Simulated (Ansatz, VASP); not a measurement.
CdS: VASP beside Ansatz

```xyz
2
Lattice="0.0000 2.9122 2.9122 2.9122 0.0000 2.9122 2.9122 2.9122 0.0000" Properties=species:S:1:pos:R:3 pbc="T T T"
Cd    0.0000    0.0000    0.0000
S     4.3683    4.3683    4.3683
```

Alike in both runs: functional PBEsol; k mesh 8 × 8 × 8; occupations gaussian, width 0.02 eV; no spin polarisation.

Ansatz relaxed the structure, and its values are those at the end. VASP's run is a single point on that final structure, the one shown.

|  | VASP | Ansatz |
| --- | --- | --- |
| version | VASP 6.6.1 | Ansatz 0.2.0 |
| potentials or method | VASP PAW PBE potentials, release 64 (Cd, S), cutoff 500 eV | scalar-relativistic, plane waves, PAW |
| valence electrons in the cell | 18 | 26 |

Ansatz gave:

```
gap on the k mesh at the Fermi level (eV) : 1.01
least direct gap on the mesh (eV)         : 1.01
pressure (GPa)                            : 0.0
```

Question: Estimate VASP's values.

Answer: gap on the k mesh at the Fermi level (eV): 1.02; least direct gap on the mesh (eV): 1.02; pressure (GPa): 0.4.

VASP's potentials were made for PBE, not for PBEsol, and Ansatz warns of the same on its side. VASP's potentials hold 18 valence electrons a cell and Ansatz's 26, so a difference there can come from the potentials and not from the codes.
